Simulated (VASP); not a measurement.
# Cu (Fm-3m) in VASP: a series of runs, part 2 of 2

VASP 6.6.1. The steps go on from the part before.

## (3) Single point, r2SCAN

POSCAR

```
Cu
1.0
    0.0000000000      1.8075000000      1.8075000000
    1.8075000000      0.0000000000      1.8075000000
    1.8075000000      1.8075000000      0.0000000000
Cu
1
Direct
    0.0000000000      0.0000000000      0.0000000000
```

INCAR.step1

```
SYSTEM = Cu
PREC = Accurate
ENCUT = 520
ISMEAR = 0
SIGMA = 0.15
LREAL = .FALSE.
LASPH = .TRUE.
NELM = 60
NBANDS = 12
GGA = PE
ALGO = Normal
EDIFF = 1E-4
LWAVE = .TRUE.
LCHARG = .FALSE.
```

INCAR.step2

```
SYSTEM = Cu
PREC = Accurate
ENCUT = 520
EDIFF = 1E-6
ISMEAR = 0
SIGMA = 0.15
LREAL = .FALSE.
LASPH = .TRUE.
NELM = 60
ALGO = Normal
ISIF = 2
LWAVE = .FALSE.
LCHARG = .TRUE.
METAGGA = R2SCAN
LMIXTAU = .TRUE.
LELF = .TRUE.
LVHAR = .TRUE.
NBANDS = 12
ISTART = 1
```

KPOINTS

```
regular mesh
0
G
  24 24 24
  0 0 0
```

Potentials or basis: VASP PAW PBE potentials, release 64 (Cu).

On the command line:

```
$ cat potpaw_PBE.64/Cu/POTCAR > POTCAR
$ cp INCAR.step1 INCAR
$ mpirun -np 1 vasp_std > vasp.out
$ cp INCAR.step2 INCAR
$ mpirun -np 1 vasp_std > vasp.out
```

OUTCAR:

```text
SYSTEM = Cu
   PREC = Accurate
   ENCUT = 520
   EDIFF = 1E-6
   ISMEAR = 0
   LREAL = .FALSE.
   LASPH = .TRUE.
   NELM = 60
   ISIF = 2
   METAGGA = R2SCAN
   ISTART = 1

 ion  position               nearest neighbor table
   1  0.000  0.000  0.000-

  LATTYP: Found a face centered cubic cell.
 ALAT       =     3.6150000000

  Lattice vectors:

 A1 = (   0.0000000000,   1.8075000000,   1.8075000000)
 A2 = (   1.8075000000,   0.0000000000,   1.8075000000)
 A3 = (   1.8075000000,   1.8075000000,   0.0000000000)

Analysis of symmetry for initial positions (statically):
=====================================================================
 Subroutine PRICEL returns:
 Original cell was already a primitive cell.

 Routine SETGRP: Setting up the symmetry group for a
 face centered cubic supercell.

 Subroutine GETGRP returns: Found 48 space group operations
[... 9 lines left out ...]

 Routine SETGRP: Setting up the symmetry group for a
 face centered cubic supercell.

 Subroutine GETGRP returns: Found 48 space group operations
[... 11 lines left out ...]
                                     Primitive cell

  volume of cell :      11.8104

  direct lattice vectors                    reciprocal lattice vectors
[... 137 lines left out ...]
 fundamental gap:      0.0594888582
 Fermi energy:         7.4104522236

 k-point     1 :       0.0000    0.0000    0.0000
  band No.  band energies     occupation
      1      -2.2698      2.00000
      2       4.2635      2.00000
      3       4.2636      2.00000
      4       4.2636      2.00000
      5       5.0783      2.00000
      6       5.0783      2.00000
      7      30.7794      0.00000
      8      33.8116      0.00000
      9      33.8116      0.00000
     10      33.8119      0.00000
     11      36.1962      0.00000
     12      36.1962      0.00000
[... 331 lines left out ...]
 k-point    24 :       0.4583    0.0417    0.0000
  band No.  band energies     occupation
      1       2.1331      2.00000
      2       4.2070      2.00000
      3       4.2553      2.00000
      4       5.2589      2.00000
      5       5.6538      2.00000
      6       6.2162      2.00000
      7      12.2227      0.00000
      8      28.9437      0.00000
      9      29.6526      0.00000
     10      30.3068      0.00000
     11      34.1935      0.00000
     12      34.5794      0.00000

 [... further k-points ...]
[... 5 lines left out ...]
  --------------------------------------------------------------------------------------
  -------------------------------------------------------------------------------------
  Total       -0.3200232     -0.3200232     -0.3200232      0.0000000      0.0000000     -0.0000000
  in kB      -43.4137319    -43.4137319    -43.4137319      0.0000000      0.0000000     -0.0000000
  external PRESSURE =     -43.4137319 kB  Pullay stress =       0.0000000 kB

 VOLUME and BASIS-vectors are now :
 -----------------------------------------------------------------------------
  energy-cutoff  :      520.00
  volume of cell :       11.81
      direct lattice vectors                 reciprocal lattice vectors
     0.000000000  1.807500000  1.807500000    -0.276625173  0.276625173  0.276625173
     1.807500000  0.000000000  1.807500000     0.276625173 -0.276625173  0.276625173
     1.807500000  1.807500000  0.000000000     0.276625173  0.276625173 -0.276625173

 POSITION                                       TOTAL-FORCE (eV/Angst)
 -----------------------------------------------------------------------------------
      0.00000      0.00000      0.00000        -0.000000      0.000000     -0.000000
 -----------------------------------------------------------------------------------
    total drift:                                0.000000      0.000000      0.000000

  FREE ENERGIE OF THE ION-ELECTRON SYSTEM (eV)
  ---------------------------------------------------
  free  energy   TOTEN  =       -10.8249440226 eV

  energy  without entropy=      -10.8223669333  energy(sigma->0) =      -10.82365548
```

OSZICAR.step1:

```text
N       E                     dE             d eps       ncg     rms          rms(c)
DAV:   1     0.422820710818E+02    0.42282E+02   -0.54113E+03 11128   0.153E+03
DAV:   2    -0.330514595894E+01   -0.45587E+02   -0.42240E+02 10252   0.205E+02
DAV:   3    -0.462386440000E+01   -0.13187E+01   -0.13048E+01 11552   0.398E+01
DAV:   4    -0.463231710151E+01   -0.84527E-02   -0.84514E-02 11260   0.278E+00
DAV:   5    -0.463239606057E+01   -0.78959E-04   -0.78959E-04 11768   0.277E-01    0.768E+00
DAV:   6    -0.410992906171E+01    0.52247E+00   -0.14510E+01 11868   0.721E+01    0.392E+00
DAV:   7    -0.374133518012E+01    0.36859E+00   -0.22946E+00 11800   0.286E+01    0.577E-01
DAV:   8    -0.373049822032E+01    0.10837E-01   -0.44617E-03 11460   0.996E-01    0.305E-01
DAV:   9    -0.372887120984E+01    0.16270E-02   -0.10048E-02 12308   0.174E+00    0.304E-02
DAV:  10    -0.372887177071E+01   -0.56087E-06   -0.34031E-05  6236   0.108E-01
   1 F= -.37288718E+01 E0= -.37275248E+01  d E =-.269396E-02
```

It took 2.6 min on 1 thread of Intel Xeon 6975P-C, shared host; peak memory 0.17 GiB.

What came out:

```yaml
Free_energy: -10.8249 eV
Pressure: -4.3 GPa
```

Caveat: the PAW data sets were made with another functional, which shifts forces and pressure a little.
